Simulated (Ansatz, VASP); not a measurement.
# Pd2S: VASP beside Ansatz

```
Pd S
1.0
     3.72278    0.00000    0.00000
     0.00000    6.61908    0.00000
     0.00000    0.00000    3.96291
Pd S
4 2
Cartesian
  1.0128 2.1924 0.0000
  2.7100 4.4266 0.0000
  2.8742 1.1171 1.9815
  0.8486 5.5020 1.9815
  0.0000 0.0000 0.0000
  1.8614 3.3095 1.9815
```

Alike in both runs: functional PBE; k mesh 6 × 4 × 4; occupations gaussian, width 0.1 eV; no spin polarisation.

Ansatz relaxed the structure, and its values are those at the end. VASP's run is a single point on that final structure, the one shown.

|  | VASP | Ansatz |
| --- | --- | --- |
| version | VASP 6.6.1 | Ansatz 0.2.0 |
| potentials or method | VASP PAW PBE potentials, release 64 (Pd, S), cutoff 520 eV | scalar-relativistic, plane waves, PAW |
| valence electrons in the cell | 52 | 84 |

|  | VASP | Ansatz | Ansatz less VASP |
| --- | --- | --- | --- |
| gap on the k mesh at the Fermi level (eV) | none | none | - |
| pressure (GPa) | -0.1 | 0.0 | +0.11 |
| rms of the force components (eV/Å) | 0.014 | 0.014 | +0.0002 |

A gap of «none» marks a metal or a gap that the smearing closes. With one functional, cell and mesh, what is left measures potentials, basis and numerics. VASP's potentials hold 52 valence electrons a cell and Ansatz's 84, so a difference there can come from the potentials and not from the codes.

The k mesh is coarse, so the values compare programs but aren't converged.
